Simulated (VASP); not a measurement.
Write the native input for VASP 6.6.1 that does the following.

| Property | Result |
| --- | --- |
| Task | single point |
| Functional | PBEsol |
| Potentials or basis | VASP PAW PBE potentials, release 64 (Ge_d, Si) |
| Cutoff | 520 eV |
| k mesh | 8 × 8 × 8 |
| Occupations | fermi-dirac, width 0.1 eV |
| Spin | no spin polarisation |
| Dipole correction | no |
| Further INCAR settings | ALGO = Normal; EDIFF = 1e-06; NBANDS = 41 |

The structure of SiGe2 lies in POSCAR:

```
SiGe2
1.0
    3.7305960000      0.0000000000      0.0000000000
    1.8652980000     -7.3715030000      0.0000000000
    0.0000000000      0.0000000000     -3.7023410000
Ge Si
4 2
Direct
    0.7500000000      0.5000000000      0.7500000000
    0.2500000000      0.5000000000      0.2500000000
    0.4410000000      0.1180000000      0.7500000000
    0.5590000000      0.8820000000      0.2500000000
    0.1060000000      0.7880000000      0.7500000000
    0.8940000000      0.2120000000      0.2500000000
```

These files were run (other wordings do the same):

INCAR

```
SYSTEM = SiGe2
PREC = Accurate
ENCUT = 520
EDIFF = 1E-6
ISMEAR = -1
SIGMA = 0.1
LREAL = .FALSE.
LASPH = .TRUE.
NELM = 100
ALGO = Normal
ISIF = 2
LWAVE = .FALSE.
LCHARG = .TRUE.
GGA = PS
LELF = .TRUE.
LVHAR = .TRUE.
NBANDS = 41
```

KPOINTS

```
Automatic mesh
0
G
  8 8 8
  0 0 0
```

Potentials or basis: VASP PAW PBE potentials, release 64 (Ge_d, Si).

Command:

```console
$ cat potpaw_PBE.64/Ge_d/POTCAR potpaw_PBE.64/Si/POTCAR > POTCAR
$ mpirun -np 1 vasp_std > vasp.out
```

Results of the run:

| Property | Result |
| --- | --- |
| Pressure | 4.0 GPa |
| Largest force | 0.868 eV/Å |
| Band gap on the k mesh | zero (band 32 reaches 9.73 eV, above the bottom of band 33 at 5.88 eV) |

Caveat: the PAW data sets were made with another functional, which shifts forces and pressure a little.

It took 3 min on 1 thread of AMD EPYC 9R45 96-Core Processor (Zen 5), on a shared host, peak memory 0.4 GiB.
